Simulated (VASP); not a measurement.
Input of a VASP 6.6.1 run:

Contents of INCAR:

```
ALGO     = Normal         # electronic algorithm
EDIFF    = 1E-6           # SCF threshold, eV
ENCUT    = 520            # plane-wave cutoff, eV
GGA      = PE             # functional
ISIF     = 2              # what is computed and relaxed
ISMEAR   = -1             # smearing method
LASPH    = True           # aspherical terms in the spheres
LCHARG   = False          # write CHGCAR
LREAL    = False          # projectors in reciprocal space
LWAVE    = False          # write WAVECAR
NBANDS   = 14             # bands
NELM     = 60             # most SCF steps
PREC     = Accurate       # precision mode
SIGMA    = 0.08           # smearing width, eV
```

KPOINTS

```
k-points
0
Gamma
  10 10 10
```

File POSCAR:

```
TaSi
1.0
    0.0000000000      2.8851912417      2.8851912417
    2.8851912417      0.0000000000      2.8851912417
    2.8851912417      2.8851912417      0.0000000000
Ta Si
1 1
Direct
    0.0000000000      0.0000000000      0.0000000000
    0.2500000000      0.2500000000      0.2500000000
```

Potentials or basis: VASP PAW PBE potentials, release 64 (Ta_pv, Si).

Launch:

```sh
$ cat potpaw_PBE.64/Ta_pv/POTCAR potpaw_PBE.64/Si/POTCAR > POTCAR
$ mpirun -np 1 vasp_std > vasp.out
```

Question: Predict the pressure.

Answer: 0.0 GPa.

Question: Predict the band gap on the k mesh.

Answer: Zero (an odd number of electrons rules out a gap without spin polarisation).

Caveat: spin-orbit coupling is left out, which moves the levels of the heavy elements.
